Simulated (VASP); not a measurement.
Here is a VASP 6.6.1 calculation.

Contents of INCAR:

```
PREC     = Accurate       # precision mode
ENCUT    = 520            # plane-wave cutoff, eV
EDIFF    = 1E-7           # SCF threshold, eV
ISMEAR   = 0              # smearing method
SIGMA    = 0.1            # smearing width, eV
LREAL    = F              # projectors in reciprocal space
LASPH    = T              # aspherical terms in the spheres
NELM     = 80             # most SCF steps
ALGO     = Fast           # electronic algorithm
ISIF     = 2              # what is computed and relaxed
LWAVE    = F              # write WAVECAR
LCHARG   = T              # write CHGCAR
GGA      = PE             # functional
LELF     = T              # ELF
LVHAR    = T            
NBANDS   = 34             # bands
```

Contents of KPOINTS:

```
regular mesh
0
Gamma
  6 6 6
```

POSCAR

```
Ir4Rh
1.0
   -3.0526533749      3.0526533749      1.9302544492
    3.0526533749     -3.0526533749      1.9302544492
    3.0526533749      3.0526533749     -1.9302544492
Ir Rh
4 1
Direct
    0.5989795717      0.8000371758      0.3990167475
    0.4010204283      0.1999628242      0.6009832525
    0.8000371758      0.4010204283      0.2010576042
    0.1999628242      0.5989795717      0.7989423958
    0.0000000000      0.0000000000      0.0000000000
```

Potentials or basis: VASP PAW PBE potentials, release 64 (Ir, Rh_pv).

Launch:

```bash
$ cat potpaw_PBE.64/Ir/POTCAR potpaw_PBE.64/Rh_pv/POTCAR > POTCAR
$ mpirun -np 1 vasp_std > vasp.out
```

Q: What does it give for the largest force?

A: 0.004 eV/Å.

Q: Predict the band gap on the k mesh.

A: Zero (an odd number of electrons rules out a gap without spin polarisation).

Q: Estimate the pressure.

A: 0.3 GPa.

Forces in eV/Å, atoms in the order of the input:
```
Ir  -0.001  0.004  0.000
Ir   0.001 -0.004  0.000
Ir  -0.004 -0.001  0.000
Ir   0.004  0.001  0.000
Rh   0.000  0.000  0.000
```

Caveat: spin-orbit coupling is left out, which moves the levels of the heavy elements.
